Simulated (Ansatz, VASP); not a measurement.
GaSb: VASP beside Ansatz

```xyz
2
Lattice="0.0000 3.0480 3.0480 3.0480 0.0000 3.0480 3.0480 3.0480 0.0000" Properties=species:S:1:pos:R:3 pbc="T T T"
Ga    0.0000    0.0000    0.0000
Sb    1.5240    1.5240    1.5240
```

Alike in both runs: task single point; functional r2SCAN; k mesh 6 × 6 × 6; occupations gaussian, width 0.01 eV; no spin polarisation.

```csv
,VASP,Ansatz
version,VASP 6.6.1,Ansatz 0.2.0
potentials or method,"VASP PAW PBE potentials, release 64 (Ga_d, Sb)","scalar-relativistic, plane waves, PAW"
plane-wave cutoff (eV),520,500
valence electrons in the cell,18,28
```

```csv
,VASP,Ansatz,Ansatz less VASP
gap on the k mesh at the Fermi level (eV),0.53,0.55,+0.016
least direct gap on the mesh (eV),0.53,0.55,+0.016
```

VASP's potentials were made for PBE, not for r2SCAN. VASP's potentials hold 18 valence electrons a cell and Ansatz's 28, so a difference there can come from the potentials and not from the codes.

Neither program's run includes spin-orbit coupling.
